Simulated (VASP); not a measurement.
# SiO2 (P4_12_12) in VASP: notebook

The runs below take SiO2 through electric field gradients, with PBE.

Program: VASP 6.6.1. These are calculated values, not measurements. Logs are shortened: lines on timing, memory, paths and dates and some standing lists are left out, and cuts for length are marked.

### 1 The cell of the first run

Symmetry: P4_12_12, No. 92, tetragonal system. Conventional cell: a = 4.982 Å, b = 4.982 Å, c = 6.963 Å, α = 90.00°, β = 90.00°, γ = 90.00°. Si (site symmetry 2) has 4 O at 1.63 Å within 2.2 Å. Within 2.2 Å of O (site symmetry 1) lie 2 Si at 1.63 Å.

### 2 Electric field gradients, PBE

INCAR reads:

```
PREC = Accurate
ENCUT = 520
EDIFF = 1E-8
ISMEAR = -1
SIGMA = 0.02
LREAL = F
LASPH = T
NELM = 120
ALGO = Normal
ISIF = 2
LWAVE = F
LCHARG = F
GGA = PE
LEFG = T
NBANDS = 44
GGA_COMPAT = F
```

KPOINTS reads:

```
Automatic mesh
0
Gamma
  4 4 3
```

POSCAR reads:

```
SiO2
1.0
    4.9820000000      0.0000000000      0.0000000000
    0.0000000000      4.9820000000      0.0000000000
    0.0000000000      0.0000000000      6.9630000000
Si O
4 8
Direct
    0.3039018416      0.3039018416      0.0000000000
    0.1960981584      0.8039018416      0.2500000000
    0.6960981584      0.6960981584      0.5000000000
    0.8039018416      0.1960981584      0.7500000000
    0.2373186938      0.1139629102      0.1837361139
    0.3860370898      0.7373186938      0.4337361139
    0.7626813062      0.8860370898      0.6837361139
    0.6139629102      0.2626813062      0.9337361139
    0.7373186938      0.3860370898      0.5662638861
    0.8860370898      0.7626813062      0.3162638861
    0.2626813062      0.6139629102      0.0662638861
    0.1139629102      0.2373186938      0.8162638861
```

Potentials or basis: VASP PAW PBE potentials, release 64 (Si, O).

Launch:

```sh
cat potpaw_PBE.64/Si/POTCAR potpaw_PBE.64/O/POTCAR > POTCAR
mpirun -np 1 vasp_std > vasp.out
```

OUTCAR:

```text
PREC = Accurate
   ENCUT = 520
   EDIFF = 1E-8
   ISMEAR = -1
   LREAL = F
   LASPH = T
   NELM = 120
   ISIF = 2
   GGA = PE

 ion  position               nearest neighbor table
   1  0.304  0.304  0.000-   8 1.63  11 1.63   5 1.63  12 1.63   2 3.09   4 3.09   2 3.09   4 3.09

   2  0.196  0.804  0.250-   5 1.63  10 1.63   6 1.63  11 1.63   1 3.09   3 3.09   1 3.09   3 3.09

   3  0.696  0.696  0.500-   6 1.63   9 1.63   7 1.63  10 1.63   2 3.09   4 3.09   4 3.09   2 3.09

   4  0.804  0.196  0.750-   7 1.63  12 1.63   9 1.63   8 1.63   1 3.09   3 3.09   3 3.09   1 3.09

   5  0.237  0.114  0.184-   2 1.63   1 1.63
   6  0.386  0.737  0.434-   3 1.63   2 1.63
   7  0.763  0.886  0.684-   4 1.63   3 1.63
   8  0.614  0.263  0.934-   1 1.63   4 1.63
   9  0.737  0.386  0.566-   3 1.63   4 1.63
  10  0.886  0.763  0.316-   2 1.63   3 1.63
  11  0.263  0.614  0.066-   1 1.63   2 1.63
  12  0.114  0.237  0.816-   4 1.63   1 1.63

  LATTYP: Found a simple tetragonal cell.
 ALAT       =     4.9820000000
 C/A-ratio  =     1.3976314733

  Lattice vectors:

 A1 = (   4.9820000000,   0.0000000000,   0.0000000000)
 A2 = (   0.0000000000,   4.9820000000,   0.0000000000)
 A3 = (   0.0000000000,   0.0000000000,   6.9630000000)

Analysis of symmetry for initial positions (statically):
=====================================================================
 Subroutine PRICEL returns:
 Original cell was already a primitive cell.

 Routine SETGRP: Setting up the symmetry group for a
 simple tetragonal supercell.

 Subroutine GETGRP returns: Found  8 space group operations
 (whereof  2 operations were pure point group operations)
 out of a pool of 16 trial point group operations.

The static configuration has the point symmetry C_2 .
 The point group associated with its full space group is D_4 .

Analysis of symmetry for dynamics (positions and initial velocities):
=====================================================================
 Subroutine PRICEL returns:
 Original cell was already a primitive cell.

 Routine SETGRP: Setting up the symmetry group for a
 simple tetragonal supercell.

 Subroutine GETGRP returns: Found  8 space group operations
 (whereof  2 operations were pure point group operations)
 out of a pool of 16 trial point group operations.

The dynamic configuration has the point symmetry C_2 .
 The point group associated with its full space group is D_4 .

 Subroutine INISYM returns: Found  8 space group operations
 (whereof  2 operations are pure point group operations),
 and found     1 'primitive' translations

----------------------------------------------------------------------------------------

                                     Primitive cell

  volume of cell :     172.8239

  direct lattice vectors                    reciprocal lattice vectors
     4.982000000  0.000000000  0.000000000     0.200722601  0.000000000  0.000000000
     0.000000000  4.982000000  0.000000000     0.000000000  0.200722601  0.000000000
     0.000000000  0.000000000  6.963000000     0.000000000  0.000000000  0.143616257

  length of vectors
     4.982000000  4.982000000  6.963000000     0.200722601  0.200722601  0.143616257

  position of ions in fractional coordinates (direct lattice)
     0.303901842  0.303901842  0.000000000
     0.196098158  0.803901842  0.250000000
     0.696098158  0.696098158  0.500000000
     0.803901842  0.196098158  0.750000000
     0.237318694  0.113962910  0.183736114
     0.386037090  0.737318694  0.433736114
     0.762681306  0.886037090  0.683736114
     0.613962910  0.262681306  0.933736114
     0.737318694  0.386037090  0.566263886
     0.886037090  0.762681306  0.316263886
     0.262681306  0.613962910  0.066263886
     0.113962910  0.237318694  0.816263886

  ion indices of the primitive-cell ions
   primitive index   ion index
                 1           1
                 2           2
                 3           3
                 4           4
                 5           5
                 6           6
                 7           7
                 8           8
                 9           9
                10          10
                11          11
                12          12

----------------------------------------------------------------------------------------

 KPOINTS: Automatic mesh

Automatic generation of k-mesh.
 Grid dimensions read from file:
 generate k-points for:    4    4    3

[... 44 lines left out ...]
   ISPIN  =      1    spin polarized calculation?
   LNONCOLLINEAR =      F non collinear calculations
   LSORBIT =      F    spin-orbit coupling
   LASPH  =      T    aspherical Exc in radial PAW
   ENCUT  =  520.0 eV  38.22 Ry    6.18 a.u.   9.26  9.26 12.95*2*pi/ulx,y,z
   NELM   =    120;   NELMIN=  2; NELMDL= -5     # of ELM steps
   EDIFF  = 0.1E-07   stopping-criterion for ELM
   LREAL  =      F    real-space projection
   EDIFFG = 0.1E-06   stopping-criterion for IOM
   NSW    =      0    number of steps for IOM
   IBRION =     -1    ionic relax: 0-MD 1-quasi-New 2-CG
   NFREE  =      0    steps in history (QN), initial steepest desc. (CG)
   ISIF   =      2    stress and relaxation
   ISYM   =      2    0-nonsym 1-usesym 2-fastsym
   POTIM  = 0.5000    time-step for ionic-motion
   TEBEG  =    0.0;   TEEND  =   0.0 temperature during run
   PSTRESS=    0.0 pullay stress
   NELECT =      64.0000    total number of electrons
   NUPDOWN=      -1.0000    fix difference up-down
   EMIN   =  10.00;   EMAX   =-10.00  energy-range for DOS
   EFERMI =   0.00;   METHOD = LEGACY
   ISMEAR =    -1;   SIGMA  =   0.02  broadening in eV -4-tet -1-fermi 0-gaus
   EFERMI_NEDOS =   21; number of points for ismear=-14 and -15
   IALGO  =     38    algorithm
   IMIX   =      4    mixing-type and parameters
     AMIX     =   0.40;   BMIX     =  1.00
     AMIX_MAG =   1.60;   BMIX_MAG =  1.00
  volume/ion in A,a.u.               =      14.40        97.19
  Fermi-wavevector in a.u.,A,eV,Ry     =   1.175620  2.221599 18.804365  1.382082
  Thomas-Fermi vector in A             =   2.311997
   LORBIT       =      0    0 simple, 1 ext, 2 COOP (PROOUT), +10 PAW based schemes
   GGA     = PE    functional components
   LHFCALC =     F    Hartree Fock is set to
   AEXX    =    0.0000 exact exchange contribution
   IVDW    =     0    specifies the selected vdW correction
   LEPSILON=     F    determine dielectric tensor
   LRPA    =     F    only Hartree local field effects (RPA)
 non-spin polarized calculation
  energy-cutoff  :      520.00
  volume of cell :      172.82
 maximum number of plane-waves:      4678
 NGX is ok and might be reduce to    40
   NGX = 19   NGY = 19   NGZ = 25

 number of electron      63.9999999 magnetization

 Free energy of the ion-electron system (eV)
  ---------------------------------------------------
  ext. energy  EPLUGINS =         0.00000000
  ---------------------------------------------------
  free energy    TOTEN  =       -94.90102935 eV

  energy without entropy =      -94.90102935  energy(sigma->0) =      -94.90102935

 E-fermi :   0.5603     XC(G=0):  -8.4368

 val. band max:        0.0865011658   @ k =   0.0000   0.0000   0.0000
 cond. band min:       5.6980262979   @ k =   0.0000   0.0000   0.0000
 fundamental gap:      5.6115251321
 Fermi energy:         0.5602934201

 k-point     1 :       0.0000    0.0000    0.0000
  band No.  band energies     occupation
      1     -19.2615      2.00000
      2     -18.3798      2.00000
      3     -18.3798      2.00000
      4     -17.2577      2.00000
      5     -17.1872      2.00000
      6     -17.1871      2.00000
[... 553 lines left out ...]
     43      10.5800      0.00000
     44      10.5800      0.00000

------------------------ aborting loop because EDIFF is reached ----------------------------------------

  FORCE on cell =-STRESS in cart. coord.  units (eV):
  Direction    XX          YY          ZZ          XY          YZ          ZX
  --------------------------------------------------------------------------------------
  -------------------------------------------------------------------------------------
  Total        1.4549606      1.4549606      0.9205148      0.0000000      0.0000000      0.0000000
  in kB       13.4883238     13.4883238      8.5337029      0.0000000      0.0000000      0.0000000
  external PRESSURE =      11.8367835 kB  Pullay stress =       0.0000000 kB

 VOLUME and BASIS-vectors are now :
 -----------------------------------------------------------------------------
  energy-cutoff  :      520.00
  volume of cell :      172.82
      direct lattice vectors                 reciprocal lattice vectors
     4.982000000  0.000000000  0.000000000     0.200722601  0.000000000  0.000000000
     0.000000000  4.982000000  0.000000000     0.000000000  0.200722601  0.000000000
     0.000000000  0.000000000  6.963000000     0.000000000  0.000000000  0.143616257

 POSITION                                       TOTAL-FORCE (eV/Angst)
 -----------------------------------------------------------------------------------
      1.51404      1.51404      0.00000         0.021532      0.021532     -0.000000
      0.97696      4.00504      1.74075        -0.021532      0.021532     -0.000000
      3.46796      3.46796      3.48150        -0.021532     -0.021532     -0.000000
      4.00504      0.97696      5.22225         0.021532     -0.021532     -0.000000
      1.18232      0.56776      1.27935        -0.000074     -0.004303     -0.000337
      1.92324      3.67332      3.02010         0.004303     -0.000074     -0.000337
      3.79968      4.41424      4.76085         0.000074      0.004303     -0.000337
      3.05876      1.30868      6.50160        -0.004303      0.000074     -0.000337
      3.67332      1.92324      3.94290        -0.000074      0.004303      0.000337
      4.41424      3.79968      2.20215         0.004303      0.000074      0.000337
      1.30868      3.05876      0.46140         0.000074     -0.004303      0.000337
      0.56776      1.18232      5.68365        -0.004303     -0.000074      0.000337
 -----------------------------------------------------------------------------------
    total drift:                               -0.000000      0.000000      0.000000

  FREE ENERGIE OF THE ION-ELECTRON SYSTEM (eV)
  ---------------------------------------------------
  free  energy   TOTEN  =       -94.9010293542 eV

  energy  without entropy=      -94.9010293542  energy(sigma->0) =      -94.90102935

 Electric field gradients (V/A^2)
---------------------------------------------------------------------
 ion       V_xx      V_yy      V_zz      V_xy      V_xz      V_yz
---------------------------------------------------------------------
   1       0.222     0.222    -0.443     0.356     2.633    -2.633
   2       0.222     0.222    -0.443    -0.356     2.633     2.633
   3       0.222     0.222    -0.443     0.356    -2.633     2.633
   4       0.222     0.222    -0.443    -0.356    -2.633    -2.633
   5     -49.806    45.085     4.721    19.685   -15.220   -58.394
   6      45.085   -49.806     4.721   -19.685    58.394   -15.220
   7     -49.806    45.085     4.721    19.685    15.220    58.394
   8      45.085   -49.806     4.721   -19.685   -58.394    15.220
   9     -49.806    45.085     4.721   -19.685    15.220   -58.394
  10      45.085   -49.806     4.721    19.685   -58.394   -15.220
  11     -49.806    45.085     4.721   -19.685   -15.220    58.394
  12      45.085   -49.806     4.721    19.685    58.394    15.220
---------------------------------------------------------------------

 Electric field gradients after diagonalization (V/A^2)
 (convention: |V_zz| > |V_xx| > |V_yy|)
----------------------------------------------------------------------
 ion       V_xx      V_yy      V_zz     asymmetry (V_yy - V_xx)/ V_zz
----------------------------------------------------------------------
   1       3.438     0.577    -4.015       0.712
   2       3.438     0.577    -4.015       0.712
   3       3.438     0.577    -4.015       0.712
   4       3.438     0.577    -4.015       0.712
   5     -54.247   -36.828    91.074       0.191
   6     -54.247   -36.828    91.074       0.191
   7     -54.247   -36.828    91.074       0.191
   8     -54.247   -36.828    91.074       0.191
   9     -54.247   -36.828    91.074       0.191
  10     -54.247   -36.828    91.074       0.191
  11     -54.247   -36.828    91.074       0.191
  12     -54.247   -36.828    91.074       0.191
----------------------------------------------------------------------

           NMR quadrupolar parameters

 Cq : quadrupolar parameter    Cq=e*Q*V_zz/h
 eta: asymmetry parameters     (V_yy - V_xx)/ V_zz
 Q  : nuclear electric quadrupole moment in mb (millibarn)
----------------------------------------------------------------------
 ion       Cq(MHz)       eta       Q (mb)
----------------------------------------------------------------------
   1      -0.010       0.712       1.000
   2      -0.010       0.712       1.000
   3      -0.010       0.712       1.000
   4      -0.010       0.712       1.000
   5       0.220       0.191       1.000
   6       0.220       0.191       1.000
   7       0.220       0.191       1.000
   8       0.220       0.191       1.000
   9       0.220       0.191       1.000
  10       0.220       0.191       1.000
  11       0.220       0.191       1.000
  12       0.220       0.191       1.000
----------------------------------------------------------------------
```

It took 86 s on 1 thread of Intel Xeon Platinum 8259CL at 2.50GHz (Skylake/Cascade Lake), shared host; peak memory 0.29 GiB.

What came out:

| Item | Value |
| --- | --- |
| Free energy | -94.9010 eV |
| Pressure | 1.2 GPa |
| Largest force | 0.030 eV/Å |
| Band gap on the k mesh | 5.61 eV |
| Largest electric field gradient by atom | Si -4.0; O +91.1 V/Å² |

Forces on the atoms (eV/Å):
```
Si   0.022  0.022  0.000
Si  -0.022  0.022  0.000
Si  -0.022 -0.022  0.000
Si   0.022 -0.022  0.000
O    0.000 -0.004  0.000
O    0.004  0.000  0.000
O    0.000  0.004  0.000
O   -0.004  0.000  0.000
O    0.000  0.004  0.000
O    0.004  0.000  0.000
O    0.000 -0.004  0.000
O   -0.004  0.000  0.000
```

Levels at points of the mesh, in eV from the valence-band top:
```csv
k point,band 28,band 29,band 30,band 31,band 32,band 33,band 34,band 35,band 36,band 37
"(0.00, 0.00, 0.00)",-1.24,-0.66,-0.33,-0.33,0.00,5.61,8.75,8.75,9.14,9.14
"(0.50, 0.00, 0.00)",-0.97,-0.64,-0.64,-0.49,-0.49,7.65,7.65,9.20,9.20,9.69
"(0.50, 0.50, 0.00)",-1.27,-0.57,-0.57,-0.52,-0.52,8.63,8.63,8.68,8.68,9.66
```

Electric field gradients, principal values (V/Å²):
```tsv
atom	least	middle	greatest (by size)
1 Si	0.577	3.438	-4.015
2 Si	0.577	3.438	-4.015
3 Si	0.577	3.438	-4.015
4 Si	0.577	3.438	-4.015
5 O	-36.828	-54.247	91.074
6 O	-36.828	-54.247	91.074
7 O	-36.828	-54.247	91.074
8 O	-36.828	-54.247	91.074
9 O	-36.828	-54.247	91.074
10 O	-36.828	-54.247	91.074
11 O	-36.828	-54.247	91.074
12 O	-36.828	-54.247	91.074
```

Caveat: without QUAD_EFG the Cq values of the log hold for a quadrupole moment of 1 mb, not for the nuclei.

(Continued in part 2 of 2.)
